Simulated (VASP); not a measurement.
# Mg (P6_3/mmc) in VASP: further runs

Runs on Mg. Level: PBE+D3(BJ). Tasks: single point, relaxation of cell and atoms.

Everything below comes from runs of VASP 6.6.1. Logs are shortened: lines on timing, memory, paths and dates and some standing lists are left out, and cuts for length are marked.

## (1) The cell of the first run

Symmetry: P6_3/mmc, No. 194, hexagonal system. The conventional cell has a = 3.151 Å, b = 3.151 Å, c = 5.049 Å, α = 90.00°, β = 90.00°, γ = 120.00°. Within 4.1 Å of Mg (site symmetry -6m2) lie 12 Mg at 3.11 to 3.15 Å.

## (2) Single point, PBE+D3(BJ)

Input file INCAR:

```
SYSTEM = Mg
  ALGO = Normal
  EDIFF = 1E-7
  ENCUT = 520
  GGA = PE
  ISIF = 2
  ISMEAR = 0
  IVDW = 12
  LASPH = .True.
  LCHARG = .True.
  LELF = .True.
  LREAL = .False.
  LVHAR = .True.
  LWAVE = .False.
  NBANDS = 9
  NELM = 60
  PREC = Accurate
  SIGMA = 0.1
```

Input file KPOINTS:

```
k-points
0
Gamma
  15 15 8
  0 0 0
```

Input file POSCAR:

```
Mg
1.0
    3.1507531231      0.0000000000      0.0000000000
   -1.5753765615      2.7286322457      0.0000000000
    0.0000000000      0.0000000000      5.0486967115
Mg
2
Direct
    0.3333333333      0.6666666667      0.2500000000
    0.6666666667      0.3333333333      0.7500000000
```

Potentials or basis: VASP PAW PBE potentials, release 64 (Mg).

Launch:

```console
$ cat potpaw_PBE.64/Mg/POTCAR > POTCAR
$ mpirun -np 1 vasp_std > vasp.out
```

OUTCAR:

```text
SYSTEM = Mg
   EDIFF = 1E-7
   ENCUT = 520
   GGA = PE
   ISIF = 2
   ISMEAR = 0
   IVDW = 12
   LASPH = .True.
   LREAL = .False.
   NELM = 60
   PREC = Accurate
 IVDW          = 12

 ion  position               nearest neighbor table
   1  0.333  0.667  0.250-   2 3.11   2 3.11   2 3.11   2 3.11   2 3.11   2 3.11
   2  0.667  0.333  0.750-   1 3.11   1 3.11   1 3.11   1 3.11   1 3.11   1 3.11

  LATTYP: Found a hexagonal cell.
 ALAT       =     3.1507531231
 C/A-ratio  =     1.6023777536

  Lattice vectors:

 A1 = (   3.1507531231,   0.0000000000,   0.0000000000)
 A2 = (  -1.5753765615,   2.7286322457,   0.0000000000)
 A3 = (   0.0000000000,   0.0000000000,   5.0486967115)

Analysis of symmetry for initial positions (statically):
=====================================================================
 Subroutine PRICEL returns:
 Original cell was already a primitive cell.

 Routine SETGRP: Setting up the symmetry group for a
 hexagonal supercell.

 Subroutine GETGRP returns: Found 24 space group operations
 (whereof 12 operations were pure point group operations)
 out of a pool of 24 trial point group operations.

The static configuration has the point symmetry D_3d.
 The point group associated with its full space group is D_6h.

Analysis of symmetry for dynamics (positions and initial velocities):
=====================================================================
 Subroutine PRICEL returns:
 Original cell was already a primitive cell.

 Routine SETGRP: Setting up the symmetry group for a
 hexagonal supercell.

 Subroutine GETGRP returns: Found 24 space group operations
 (whereof 12 operations were pure point group operations)
 out of a pool of 24 trial point group operations.

The dynamic configuration has the point symmetry D_3d.
 The point group associated with its full space group is D_6h.

 Subroutine INISYM returns: Found 24 space group operations
 (whereof 12 operations are pure point group operations),
 and found     1 'primitive' translations

----------------------------------------------------------------------------------------

                                     Primitive cell

  volume of cell :      43.4049

  direct lattice vectors                    reciprocal lattice vectors
     3.150753123  0.000000000  0.000000000     0.317384435  0.183241989  0.000000000
    -1.575376561  2.728632246  0.000000000     0.000000000  0.366483978  0.000000000
     0.000000000  0.000000000  5.048696711     0.000000000  0.000000000  0.198070920

  length of vectors
     3.150753123  3.150753123  5.048696711     0.366483978  0.366483978  0.198070920

[... 88 lines left out ...]
   POTIM  = 0.5000    time-step for ionic-motion
   TEBEG  =    0.0;   TEEND  =   0.0 temperature during run
   PSTRESS=    0.0 pullay stress
   NELECT =       4.0000    total number of electrons
   NUPDOWN=      -1.0000    fix difference up-down
   EMIN   =  10.00;   EMAX   =-10.00  energy-range for DOS
   EFERMI =   0.00;   METHOD = LEGACY
   ISMEAR =     0;   SIGMA  =   0.10  broadening in eV -4-tet -1-fermi 0-gaus
   EFERMI_NEDOS =   21; number of points for ismear=-14 and -15
   IALGO  =     38    algorithm
   IMIX   =      4    mixing-type and parameters
     AMIX     =   0.40;   BMIX     =  1.00
     AMIX_MAG =   1.60;   BMIX_MAG =  1.00
  volume/ion in A,a.u.               =      21.70       146.46
  Fermi-wavevector in a.u.,A,eV,Ry     =   0.739461  1.397379  7.439701  0.546803
  Thomas-Fermi vector in A             =   1.833629
   LORBIT       =      0    0 simple, 1 ext, 2 COOP (PROOUT), +10 PAW based schemes
   GGA     = PE    functional components
   LHFCALC =     F    Hartree Fock is set to
   AEXX    =    0.0000 exact exchange contribution
   IVDW    =    12    specifies the selected vdW correction
   LEPSILON=     F    determine dielectric tensor
   LRPA    =     F    only Hartree local field effects (RPA)
 non-spin polarized calculation
 Gauss-broadening in eV      SIGMA  =   0.10
  energy-cutoff  :      520.00
  volume of cell :       43.40
 maximum number of plane-waves:      1194
 NGX is ok and might be reduce to    24
   NGX = 11   NGY = 11   NGZ = 19

 number of electron       4.0000000 magnetization

 Free energy of the ion-electron system (eV)
  ---------------------------------------------------
  ext. energy  EPLUGINS =         0.00000000
  ---------------------------------------------------
  free energy    TOTEN  =        -3.00052258 eV

  energy without entropy =       -2.99595868  energy(sigma->0) =       -2.99824063

 E-fermi :   2.9305     XC(G=0):  -8.6664

 val. band max:        2.9289696271   @ k =   0.2667   0.2667   0.2500
 cond. band min:       2.9377441166   @ k =   0.3333   0.1333   0.0000
 fundamental gap:      0.0087744895
 Fermi energy:         2.9304569565

 k-point     1 :       0.0000    0.0000    0.0000
  band No.  band energies     occupation
      1      -4.2437      2.00000
      2       1.2288      2.00000
      3       1.8198      2.00000
      4      14.0593      0.00000
      5      14.0593      0.00000
      6      14.2585      0.00000
      7      14.2585      0.00000
      8      15.1517      0.00000
      9      16.7421      0.00000
[... 265 lines left out ...]
 k-point    24 :       0.4000    0.2000    0.0000
  band No.  band energies     occupation
      1       1.2242      2.00000
      2       1.2811      2.00000
      3       4.8351      0.00000
      4       6.2397      0.00000
      5       6.5723      0.00000
      6       6.9624      0.00000
      7       8.4807      0.00000
      8      10.1811      0.00000
      9      11.5417      0.00000

 [... further k-points ...]

------------------------ aborting loop because EDIFF is reached ----------------------------------------

 Edisp (eV)   -0.59972

 E8    (eV) :    -0.2627

  FORCE on cell =-STRESS in cart. coord.  units (eV):
  Direction    XX          YY          ZZ          XY          YZ          ZX
  --------------------------------------------------------------------------------------
  -------------------------------------------------------------------------------------
  Total      -0.03137    -0.03137    -0.03583    -0.00000     0.00000     0.00000
  in kB      -1.15796    -1.15796    -1.32273    -0.00000     0.00000     0.00000
  external pressure =       -1.21 kB  Pullay stress =        0.00 kB

 VOLUME and BASIS-vectors are now :
 -----------------------------------------------------------------------------
  energy-cutoff  :      520.00
  volume of cell :       43.40
      direct lattice vectors                 reciprocal lattice vectors
     3.150753123  0.000000000  0.000000000     0.317384435  0.183241989  0.000000000
    -1.575376561  2.728632246  0.000000000     0.000000000  0.366483978  0.000000000
     0.000000000  0.000000000  5.048696711     0.000000000  0.000000000  0.198070920

 POSITION                                       TOTAL-FORCE (eV/Angst)
 -----------------------------------------------------------------------------------
     -0.00000      1.81909      1.26217        -0.000000      0.000000      0.000000
      1.57538      0.90954      3.78652         0.000000     -0.000000      0.000000
 -----------------------------------------------------------------------------------
    total drift:                                0.000000     -0.000000      0.000000

  FREE ENERGIE OF THE ION-ELECTRON SYSTEM (eV)
  ---------------------------------------------------
  free  energy   TOTEN  =        -3.6002415199 eV

  energy  without entropy=       -3.5956776204  energy(sigma->0) =       -3.59795957
```

OSZICAR:

```text
N       E                     dE             d eps       ncg     rms          rms(c)
DAV:   1    -0.357900642259E+00   -0.35790E+00   -0.13059E+03  2430   0.316E+02
DAV:   2    -0.298060374306E+01   -0.26227E+01   -0.25474E+01  3191   0.274E+01
DAV:   3    -0.301451772675E+01   -0.33914E-01   -0.33763E-01  3180   0.261E+00
DAV:   4    -0.301462607826E+01   -0.10835E-03   -0.10835E-03  3154   0.143E-01
DAV:   5    -0.301462668526E+01   -0.60699E-06   -0.60730E-06  3071   0.102E-02    0.958E-01
DAV:   6    -0.300803776275E+01    0.65889E-02   -0.46341E-04  2726   0.174E-01    0.613E-01
DAV:   7    -0.300051536770E+01    0.75224E-02   -0.17716E-03  2541   0.297E-01    0.330E-02
DAV:   8    -0.300052380797E+01   -0.84403E-05   -0.14116E-05  3458   0.226E-02    0.736E-03
DAV:   9    -0.300052274602E+01    0.10620E-05   -0.11737E-06  2689   0.524E-03    0.624E-04
DAV:  10    -0.300052258480E+01    0.16122E-06   -0.52943E-09  1897   0.432E-04    0.135E-04
DAV:  11    -0.300052257807E+01    0.67238E-08   -0.56690E-10  1434   0.158E-04
   1 F= -.36002415E+01 E0= -.35979596E+01  d E =-.456390E-02
```

stdout:

```text
POSCAR found type information on POSCAR Mg
 POSCAR found :  1 types and       2 ions
 scaLAPACK will be used
 LDA part: xc-table for (Slater+PW92), standard interpolation
 POSCAR, INCAR and KPOINTS ok, starting setup
 FFT: planning ... GRIDC
 FFT: planning ... GRID_SOFT
 FFT: planning ... GRID
 WAVECAR not read
 entering main loop
```

It took 23 s on 1 thread of Intel Xeon Platinum 8259CL at 2.50GHz (Skylake/Cascade Lake), shared host; peak memory 0.2 GiB.

What came out:

```
Free energy                : -3.6002 eV
Pressure                   : -0.1 GPa
Band gap on the k mesh     : zero (band 2 reaches 3.83 eV, above the bottom of band 3 at 1.82 eV)
Dispersion energy per atom : -0.300 eV
```

Caveat: pairwise dispersion overbinds metals, which lowers pressure and volume.

(Continued in part 2 of 2.)
